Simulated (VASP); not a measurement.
Input of a VASP 6.6.1 run:

The input INCAR:

```
SYSTEM = Y5N
ALGO = Normal
EDIFF = 1E-6
ENCUT = 520
GGA = PE
ISIF = 2
ISMEAR = 0
ISPIN = 2
LASPH = .TRUE.
LCHARG = .FALSE.
LMAXMIX = 4
LORBIT = 11
LREAL = .FALSE.
LWAVE = .FALSE.
MAGMOM = 0 0 0 0 0.39 -0.21
NBANDS = 43
NELM = 150
PREC = Accurate
SIGMA = 0.1
```

The input KPOINTS:

```
k-points
0
G
  8 8 8
  0 0 0
```

The input POSCAR:

```
Y5N
1.0
    0.0000000000      4.5206263078      4.5206263078
    4.5206263078      0.0000000000      4.5206263078
    4.5206263078      4.5206263078      0.0000000000
Y N
5 1
Direct
    0.1239444768      0.1239444768      0.6281665697
    0.1239444768      0.6281665697      0.1239444768
    0.1239444768      0.1239444768      0.1239444768
    0.6281665697      0.1239444768      0.1239444768
    0.7500000000      0.7500000000      0.7500000000
    0.5000000000      0.5000000000      0.5000000000
```

Potentials or basis: VASP PAW PBE potentials, release 64 (Y_sv, N).

The run is started by

```console
$ cat potpaw_PBE.64/Y_sv/POTCAR potpaw_PBE.64/N/POTCAR > POTCAR
$ mpirun -np 1 vasp_std > vasp.out
```

Task: What does it give for the band gap on the k mesh?

Result: Zero (filled and empty bands overlap).

Task: What does it give for the net moment?

Result: 0.00 μB per cell.

Task: Predict the pressure.

Result: -0.1 GPa.

Task: Predict the largest force.

Result: 0.008 eV/Å.

Forces on the atoms (eV/Å):
```
Y    0.005  0.005 -0.005
Y    0.005 -0.005  0.005
Y   -0.005 -0.005 -0.005
Y   -0.005  0.005  0.005
Y    0.000  0.000  0.000
N    0.000  0.000  0.000
```
